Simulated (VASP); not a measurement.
A run of VASP 6.6.1 is set up as follows.

The input INCAR:

```
ALGO     = Normal         # electronic algorithm
EDIFF    = 1E-6           # SCF threshold, eV
ENCUT    = 520            # plane-wave cutoff, eV
GGA      = PS             # functional
ISIF     = 2              # what is computed and relaxed
ISMEAR   = 0              # smearing method
LASPH    = True           # aspherical terms in the spheres
LCHARG   = False          # write CHGCAR
LREAL    = False          # projectors in reciprocal space
LWAVE    = False          # write WAVECAR
NBANDS   = 22             # bands
NELM     = 60             # most SCF steps
PREC     = Accurate       # precision mode
SIGMA    = 0.1            # smearing width, eV
```

Contents of KPOINTS:

```
k-points
0
Gamma
  6 6 14
```

Contents of POSCAR:

```
Si2N
1.0
    6.4024967910      0.0000000000      0.0000000000
    0.0000000000      6.4024967910      0.0000000000
    0.0000000000      0.0000000000      2.5440784705
Si N
4 2
Direct
    0.3505001608      0.3505001608      0.0000000000
    0.6494998392      0.6494998392      0.0000000000
    0.8505001608      0.1494998392      0.5000000000
    0.1494998392      0.8505001608      0.5000000000
    0.0000000000      0.0000000000      0.0000000000
    0.5000000000      0.5000000000      0.5000000000
```

Potentials or basis: VASP PAW PBE potentials, release 64 (Si, N).

Run with:

```bash
$ cat potpaw_PBE.64/Si/POTCAR potpaw_PBE.64/N/POTCAR > POTCAR
$ mpirun -np 1 vasp_std > vasp.out
```

Problem. Estimate the pressure.

Solution. 0.0 GPa.

Problem. What does it give for the band gap on the k mesh?

Solution. Zero (bands 13 and 14 overlap by 2.41 eV).

Stress tensor (GPa, compression positive):
```
-0.08  0.00  0.00
 0.00 -0.08  0.00
 0.00  0.00  0.19
```

Caveat: the PAW data sets were made with another functional, which shifts forces and pressure a little.
